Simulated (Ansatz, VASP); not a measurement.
**One calculation of CoNi2SnS4, two programs**

```xyz
8
Lattice="0.0000 5.3546 0.0000 5.3546 0.0000 0.0000 2.6773 2.6773 -5.3536" Properties=species:S:1:pos:R:3 pbc="T T T"
Sn    2.6773    2.6773    0.0000
Co    0.0000    0.0000    0.0000
S     3.9737    3.9737   -3.9274
S     1.2964    4.0583   -1.4262
S     6.7356    6.7356   -3.9274
S     4.0583    1.2964   -1.4262
Ni    2.6773    5.3546   -2.6768
Ni    5.3546    2.6773   -2.6768
```

Alike in both runs: task single point; functional r2SCAN; k mesh 4 × 4 × 4; occupations fermi-dirac, width 0.1167 eV; no spin polarisation.

|  | VASP | Ansatz |
| --- | --- | --- |
| version | VASP 6.6.1 | Ansatz 0.2.0 |
| potentials or method | VASP PAW PBE potentials, release 64 (Sn_d, Co, S, Ni), cutoff 520 eV | PAW plane waves |
| valence electrons in the cell | 67 | 91 |

|  | VASP | Ansatz | Ansatz less VASP |
| --- | --- | --- | --- |
| gap on the k mesh at the Fermi level (eV) | none | none | - |
| pressure (GPa) | -5.7 | -5.6 | +0.10 |
| rms of the force components (eV/Å) | 0.575 | 0.581 | +0.0066 |

VASP's potentials were made for PBE, not for r2SCAN. Atom by atom the forces differ by 0.007 eV/Å (rms over components). A gap of «none» marks a metal or a gap that the smearing closes. With one functional, cell and mesh, what is left measures potentials, basis and numerics. VASP's potentials hold 67 valence electrons a cell and Ansatz's 91, so a difference there can come from the potentials and not from the codes. Ansatz's warnings: structure snapped to symmetry.
